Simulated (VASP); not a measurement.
Here is a VASP 6.6.1 calculation.

The input INCAR:

```
PREC = Accurate
ENCUT = 520
EDIFF = 1E-7
ISMEAR = 0
SIGMA = 0.05
LREAL = Auto
LASPH = T
NELM = 150
ALGO = Normal
ISIF = 2
LWAVE = F
LCHARG = T
ISPIN = 2
MAGMOM = 0 0 0 0 0 0 0 0 0 0 0 0 0 0 0 0 0 0 0 0 0 0 0 0 0 0 0 0 0 0 0 0 0 0 0 0 0 0 0 0 0 0 0 0 0 0 0 0 0 0 0 0 0 0 0 0 0 0 0 0 0 0 0
LORBIT = 11
GGA = PE
LELF = T
LVHAR = T
NBANDS = 168
```

File KPOINTS:

```
Automatic mesh
0
Gamma
  1 1 1
```

POSCAR

```
Si62Sb
1.0
   10.8600000000      0.0000000000      0.0000000000
    0.0000000000     10.8600000000      0.0000000000
    0.0000000000      0.0000000000     10.8600000000
Si Sb
62 1
Direct
    0.5000548803      0.0008089319      0.0004958564
    0.6261904236      0.1237292818      0.1267329650
    0.7491112339      0.2498652855      0.0004966851
    0.8756986188      0.3753850829      0.1244530387
    0.7511646409     -0.0012434622      0.2518607735
    0.8769603131      0.1218966851      0.3779408840
   -0.0000697974      0.0011325046      0.0014408840
    0.1259534070      0.1256707182      0.1258922652
    0.2495915285      0.2514018416     -0.0004912523
    0.3754120626      0.3745116943      0.1253242173
    0.4985251381      0.5003321363     -0.0004889503
    0.6242543278      0.6239744936      0.1258921731
    0.7487904236      0.7499980663      0.0014391344
    0.8752298343      0.8746948435      0.1254973297
    0.2505813076      0.0008111418      0.2499738490
    0.3768209024      0.1237290976      0.3761090239
    0.5002486188      0.2496726519      0.2501639963
    0.6261901473      0.3731057090      0.3761049724
    0.7491124309      0.4993430018      0.2499720994
    0.8757621547      0.6245579190      0.3752023941
    0.5019530387     -0.0012401473      0.5010815838
    0.6280216390      0.1219061694      0.6268837937
    0.7511620626      0.2479776243      0.5010785451
    0.8752286372      0.3743389503      0.6251406077
    0.7521012891     -0.0021726519      0.7531824125
    0.8757622468      0.1246376611      0.8752803867
   -0.0011663904      0.5029490792     -0.0031105893
    0.1245399632      0.6253810313      0.1233755064
    0.2469707182      0.7510857274     -0.0031127072
    0.3745334254      0.8742213628      0.1244519337
   -0.0003540516      0.2497470534      0.2500941989
    0.1259546961      0.3739482505      0.3741693370
    0.2495919890      0.5003278085      0.2484346225
    0.3759682320      0.6239678637      0.3741697053
    0.5001717311      0.7502752302      0.2500946593
    0.6280268877      0.8729574586      0.3779405157
    0.0032590239     -0.0021833333      0.5020233886
    0.1253608656      0.1246348066      0.6256751381
    0.2505802026      0.2498633517      0.4990272560
    0.3745309392      0.3753869245      0.6256156538
    0.5000520258      0.4993395028      0.4990265193
    0.6252837017      0.6245557090      0.6256740331
    0.7521047882      0.7466528545      0.5020204420
    0.2515225599      0.0011276243      0.7498390424
    0.3759677716      0.1256651934      0.8758690608
    0.5001681400      0.2497495396      0.7495679558
    0.6242526703      0.3739491713      0.8758693370
    0.7487903315      0.4983955801      0.7498410681
    0.8686058011      0.6260134438      0.8738231123
    0.0004454880      0.7494772560      0.2500036832
    0.1253603131      0.8741643646      0.3752034991
   -0.0000689687      0.4983988950      0.4987077348
    0.1239059853      0.6260195212      0.6185290055
    0.2515228361      0.7499976059      0.4987066298
    0.3755864641      0.8746952118      0.6251400552
    0.0004458564      0.2498357274      0.7503606814
    0.1245403315      0.3764630755      0.8744573665
    0.2469726519      0.5029519337      0.7487550645
    0.3734627993      0.6253816759      0.8744589319
    0.5000882136      0.7494764273      0.7503597606
    0.6252869245      0.8741634438      0.8752753223
    0.1239038674      0.8813109576      0.8738192449
    0.9566273481      0.7932895028      0.7065488950
```

Potentials or basis: VASP PAW PBE potentials, release 64 (Si, Sb).

Command:

```bash
$ cat potpaw_PBE.64/Si/POTCAR potpaw_PBE.64/Sb/POTCAR > POTCAR
$ mpirun -np 1 vasp_gam > vasp.out
```

(1) What does it give for the net moment?

(2) Predict the largest force.

Answers

(1) 0.00 μB per cell.

(2) 0.108 eV/Å.

Caveat: the k points lie up to 0.58 Å⁻¹ apart.
